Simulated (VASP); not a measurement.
A run of VASP 6.6.1 is set up as follows.

The input POSCAR:

```
NaH
1.0
    0.1261702195      2.5963615253      2.5963615253
    2.5963615253      0.1261702195      2.5963615253
    2.5963615253      2.5963615253      0.1261702195
Na H
1 1
Direct
    0.0051649356      0.0051649356      0.0051649356
    0.2448350644      0.2448350644      0.2448350644
```

File INCAR.step1:

```
PREC = Accurate ; ENCUT = 520
EDIFF = 1E-5 ; ISMEAR = 0
SIGMA = 0.01 ; LREAL = False
LASPH = True ; NELM = 80
ALGO = Normal ; ISIF = 2
LWAVE = True ; GGA = PE
NBANDS = 11
```

INCAR.step2

```
PREC = Accurate ; ENCUT = 520
EDIFF = 1E-6 ; ISMEAR = 0
SIGMA = 0.01 ; LREAL = False
LASPH = True ; NELM = 80
ALGO = Normal ; ISIF = 2
LWAVE = False ; LCHARG = True
GGA = PE ; LHFCALC = True
HFSCREEN = 0.2079 ; PRECFOCK = Normal
LELF = True ; LVHAR = True
ISTART = 1 ; NBANDS = 11
```

The input KPOINTS:

```
regular mesh
0
Gamma
  6 6 6
```

Potentials or basis: VASP PAW PBE potentials, release 64 (Na_pv, H).

Launch:

```console
$ cat potpaw_PBE.64/Na_pv/POTCAR potpaw_PBE.64/H/POTCAR > POTCAR
$ cp INCAR.step1 INCAR
$ mpirun -np 1 vasp_std > vasp.out
$ cp INCAR.step2 INCAR
$ mpirun -np 1 vasp_std > vasp.out
```

(1) What does it give for the pressure?

(2) Estimate the largest force.

(3) Predict the band gap on the k mesh.

## Answers

(1) 1.6 GPa.

(2) 0.010 eV/Å.

(3) 4.34 eV (least direct gap 5.42 eV).

Caveat: the cell differs from its parent crystal (epitaxial 111 strain -4.9%); the structure was generated, so it needn't be the stable form of NaH; the PAW data sets were made with another functional, which shifts forces and pressure a little.
